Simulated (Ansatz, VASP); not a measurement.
One calculation of BP, two programs

Contents of INCAR:

```
SYSTEM = BP
  PREC = Accurate
  ENCUT = 520
  EDIFF = 1E-6
  ISMEAR = -1
  SIGMA = 0.04
  LREAL = .False.
  LASPH = .True.
  NELM = 100
  ALGO = Normal
  ISIF = 2
  LWAVE = .False.
  LCHARG = .False.
  GGA = PE
  NBANDS = 11
```

The input KPOINTS:

```
Automatic mesh
0
Gamma
  4 4 4
  0 0 0
```

Contents of POSCAR:

```
BP
1.0
    0.0000000000      2.2690000000      2.2690000000
    2.2690000000      0.0000000000      2.2690000000
    2.2690000000      2.2690000000      0.0000000000
P B
1 1
Direct
    0.7500000000      0.7500000000      0.7500000000
    0.0000000000      0.0000000000      0.0000000000
```

input.yaml

```yaml
crystal:
  lattice:
    - [0.0, 2.269, 2.269]
    - [2.269, 0.0, 2.269]
    - [2.269, 2.269, 0.0]
  atoms:
    - { symbol: P, position: [0.75, 0.75, 0.75] }
    - { symbol: B, position: [0.0, 0.0, 0.0] }
kpoints:
  mp_grid: { grid: [4, 4, 4] }
scf:
  occupations: { method: fermi_dirac, width: 0.04 }
hamiltonian:
  xc: pbe
  pseudopotentials: { kind: all_electron, lapw: { basis_error: 0.002 } }
output:
  forces: true
  stress: true
  eigenvalues: true
```

Alike in both runs: task single point; functional PBE; k mesh 4 × 4 × 4; occupations fermi-dirac, width 0.04 eV; no spin polarisation.

|  | VASP | Ansatz |
| --- | --- | --- |
| version | VASP 6.6.1 | Ansatz 0.2.0 |
| potentials or method | VASP PAW PBE potentials, release 64 (P, B), cutoff 520 eV | all-electron LAPW, scalar-relativistic |

Ansatz gave:

* gap on the k mesh at the Fermi level (eV): 1.32
* least direct gap on the mesh (eV): 3.39
* pressure (GPa): 2.2

Estimate VASP's values.

gap on the k mesh at the Fermi level (eV): 1.31; least direct gap on the mesh (eV): 3.38; pressure (GPa): 2.0.

Ansatz ran all-electron here, and VASP with PAW potentials.

The k mesh is coarse, so the values compare programs but aren't converged.
